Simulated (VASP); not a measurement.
# WSe2 in VASP: further runs, part 2 of 2

VASP 6.6.1. The steps go on from the part before.

**3. Relaxation of the atoms, PBEsol**

This run uses another cell than the first one, of 66.36 Å³/atom, 0.700 times its volume.

INCAR

```
SYSTEM = WSe2
PREC = Accurate
ENCUT = 520
EDIFF = 1E-6
ISMEAR = 0
SIGMA = 0.02
LREAL = .False.
LASPH = .True.
NELM = 80
ALGO = Normal
ISIF = 2
LWAVE = .False.
LCHARG = .False.
LDIPOL = .True.
IDIPOL = 3
DIPOL = 0.5 0.5 0.500
GGA = PS
IBRION = 2
NSW = 100
EDIFFG = -0.003
LUSENCCL = .False.
```

KPOINTS

```
Automatic mesh
0
Gamma
  12 12 1
  0 0 0
```

POSCAR

```
WSe2
1.0
    3.2820000000      0.0000000000      0.0000000000
   -1.6410000000      2.8422953752      0.0000000000
    0.0000000000      0.0000000000     21.3410000000
Se W
2 1
Direct
    0.6666666667      0.3333333333      0.4217234431
    0.6666666667      0.3333333333      0.5782765569
    0.3333333333      0.6666666667      0.5000000000
```

Potentials or basis: VASP PAW PBE potentials, release 64 (Se, W_sv).

Run with:

```bash
cat potpaw_PBE.64/Se/POTCAR potpaw_PBE.64/W_sv/POTCAR > POTCAR
mpirun -np 1 vasp_std > vasp.out
```

OUTCAR:

```text
SYSTEM = WSe2
   PREC = Accurate
   ENCUT = 520
   EDIFF = 1E-6
   ISMEAR = 0
   LREAL = .False.
   LASPH = .True.
   NELM = 80
   ISIF = 2
   GGA = PS
   IBRION = 2
   NSW = 100
   EDIFFG = -0.003

 ion  position               nearest neighbor table
   1  0.667  0.333  0.422-   3 2.53   3 2.53   3 2.53
   2  0.667  0.333  0.578-   3 2.53   3 2.53   3 2.53
   3  0.333  0.667  0.500-   1 2.53   2 2.53   1 2.53   2 2.53   1 2.53   2 2.53

  LATTYP: Found a hexagonal cell.
 ALAT       =     3.2820000000
 C/A-ratio  =     6.5024375381

  Lattice vectors:

 A1 = (   3.2820000000,   0.0000000000,   0.0000000000)
 A2 = (  -1.6410000000,   2.8422953752,   0.0000000000)
 A3 = (   0.0000000000,   0.0000000000,  21.3410000000)

Analysis of symmetry for initial positions (statically):
=====================================================================
 Subroutine PRICEL returns:
 Original cell was already a primitive cell.

[... 220 lines left out ...]
 cond. band min:      -0.1503220324   @ k =   0.3333   0.3333   0.0000
 fundamental gap:      1.6477309842
 Fermi energy:        -1.6848757032

 k-point     1 :       0.0000    0.0000    0.0000
  band No.  band energies     occupation
      1     -75.7590      2.00000
      2     -40.0150      2.00000
      3     -39.8757      2.00000
      4     -39.8757      2.00000
      5     -16.6554      2.00000
      6     -15.3599      2.00000
[... 357 lines left out ...]
      4     -39.9622      2.00000
      5     -14.2993      2.00000
      6     -14.2004      2.00000
[... 9 lines left out ...]
     16       1.7951      0.00000
     17       3.2745      0.00000

------------------------ aborting loop because EDIFF is reached ----------------------------------------

 vacuum level on the upper side and lower side of the slab       (xc-potential included)        -0.162        -0.162

  FORCE on cell =-STRESS in cart. coord.  units (eV):
  Direction    XX          YY          ZZ          XY          YZ          ZX
  --------------------------------------------------------------------------------------
  -------------------------------------------------------------------------------------
  Total       -0.2527166     -0.2527166     -0.0044588      0.0000000      0.0000000      0.0000000
  in kB       -2.0338633     -2.0338633     -0.0358847      0.0000000      0.0000000      0.0000000
  external PRESSURE =      -1.3678704 kB  Pullay stress =       0.0000000 kB

 VOLUME and BASIS-vectors are now :
 -----------------------------------------------------------------------------
  energy-cutoff  :      520.00
  volume of cell :      199.08
      direct lattice vectors                 reciprocal lattice vectors
     3.282000000  0.000000000  0.000000000     0.304692261  0.175914159 -0.000000000
    -1.641000000  2.842295375  0.000000000     0.000000000  0.351828318  0.000000000
     0.000000000  0.000000000 21.341000000     0.000000000 -0.000000000  0.046858160

 POSITION                                       TOTAL-FORCE (eV/Angst)
 -----------------------------------------------------------------------------------
      1.64100      0.94743      8.99902         0.000000     -0.000000     -0.002966
      1.64100      0.94743     12.34198         0.000000      0.000000      0.002966
     -0.00000      1.89486     10.67050        -0.000000      0.000000      0.000000
 -----------------------------------------------------------------------------------
    total drift:                                0.000000     -0.000000     -0.000000

  FREE ENERGIE OF THE ION-ELECTRON SYSTEM (eV)
  ---------------------------------------------------
  free  energy   TOTEN  =       -23.2346615461 eV

  energy  without entropy=      -23.2346615461  energy(sigma->0) =      -23.23466155

 reached required accuracy - stopping structural energy minimisation

 vacuum level on the upper side and lower side of the slab         3.222         3.222
```

OSZICAR:

```text
N       E                     dE             d eps       ncg     rms          rms(c)
DAV:   1     0.180210653829E+03    0.18021E+03   -0.13309E+04   798   0.121E+03
DAV:   2    -0.984794235635E+01   -0.19006E+03   -0.18642E+03   869   0.257E+02
DAV:   3    -0.240320690104E+02   -0.14184E+02   -0.14153E+02   920   0.730E+01
DAV:   4    -0.242414482509E+02   -0.20938E+00   -0.20884E+00   860   0.992E+00
[... 16 lines left out ...]
   1 F= -.23234638E+02 E0= -.23234638E+02  d E =-.232346E+02
       N       E                     dE             d eps       ncg     rms          rms(c)
DAV:   1    -0.232346560208E+02   -0.18407E-04   -0.17087E-03   648   0.204E-01    0.314E-02
DAV:   2    -0.232346617671E+02   -0.57464E-05   -0.85798E-05   702   0.475E-02    0.166E-02
DAV:   3    -0.232346615461E+02    0.22107E-06   -0.13405E-06   750   0.801E-03
   2 F= -.23234662E+02 E0= -.23234662E+02  d E =-.231675E-04
```

CONTCAR:

```text
WSe2
    1.000000000000000
     3.2820000000000000    0.0000000000000000    0.0000000000000000
    -1.6410000000000000    2.8422953752000000    0.0000000000000000
     0.0000000000000000    0.0000000000000000   21.3410000000000011
  Se              W
     2     1
Direct
     0.6666666667000030    0.3333333332999970    0.4216776153546542
     0.6666666667000030    0.3333333332999970    0.5783223846453458
     0.3333333332999970    0.6666666667000030    0.5000000000000000

  0.00000000E+00  0.00000000E+00  0.00000000E+00
  0.00000000E+00  0.00000000E+00  0.00000000E+00
  0.00000000E+00  0.00000000E+00  0.00000000E+00
```

It took 72 s on 1 × NVIDIA H100 80GB with 1 thread of AMD EPYC 7R13 (Zen 3), shared host; peak memory 1.4 GiB.

What came out:

```yaml
Free_energy: -23.2347 eV
Energy_gained_by_relaxing: 0.0 meV/atom
Ionic_steps: 2
Band_gap_on_the_k_mesh: 1.65 eV, direct
```

Forces on the atoms (eV/Å):
```
Se   0.000  0.000 -0.003
Se   0.000  0.000  0.003
W    0.000  0.000  0.000
```

Final structure:
```
CELL_PARAMETERS angstrom
3.28200 0.00000 0.00000
-1.64100 2.84230 0.00000
0.00000 0.00000 21.34100
ATOMIC_POSITIONS crystal
Se 0.66667 0.33333 0.42168
Se 0.66667 0.33333 0.57832
W 0.33333 0.66667 0.50000
```

Levels at points of the mesh, in eV from the valence-band top:
```tsv
k point	band 11	band 12	band 13	band 14	band 15	band 16
(0.00, 0.00, 0.00)	-1.20	-1.20	-0.38	3.03	3.03	3.22
(0.50, 0.00, 0.00)	-2.16	-1.01	-0.87	2.48	2.83	3.75
```

Caveat: the PAW data sets were made with another functional, which shifts forces and pressure a little; spin-orbit coupling is left out, which moves the levels of the heavy elements.
